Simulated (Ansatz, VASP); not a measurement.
Two plane-wave programs on SnO2

```
Sn O
1.0
     4.82740    0.00000    0.00000
     0.00000    4.82740    0.00000
     0.00000    0.00000    3.23821
Sn O
2 4
Direct
  0.00000 0.00000 0.00000
  0.50000 0.50000 0.50000
  0.30657 0.30657 0.00000
  0.19343 0.80657 0.50000
  0.69343 0.69343 0.00000
  0.80657 0.19343 0.50000
```

Alike in both runs: functional PBE; k mesh 6 × 6 × 8; no spin polarisation.

Ansatz relaxed the structure, and its values are those at the end. VASP's run is a single point on that final structure, the one shown.

|  | VASP | Ansatz |
| --- | --- | --- |
| version | VASP 6.6.1 | Ansatz 0.2.0 |
| potentials or method | VASP PAW PBE potentials, release 64 (Sn_d, O), cutoff 600 eV | scalar-relativistic, plane waves, PAW |
| occupations | gaussian, width 0.01 eV | fixed |
| valence electrons in the cell | 52 | 52 |

|  | VASP | Ansatz | Ansatz less VASP |
| --- | --- | --- | --- |
| gap on the k mesh at the Fermi level (eV) | 0.67 | 0.68 | +0.011 |
| least direct gap on the mesh (eV) | 0.67 | 0.68 | +0.011 |
| pressure (GPa) | 0.4 | 0.0 | -0.43 |
| rms of the force components (eV/Å) | 0.007 | 0.001 | -0.0065 |
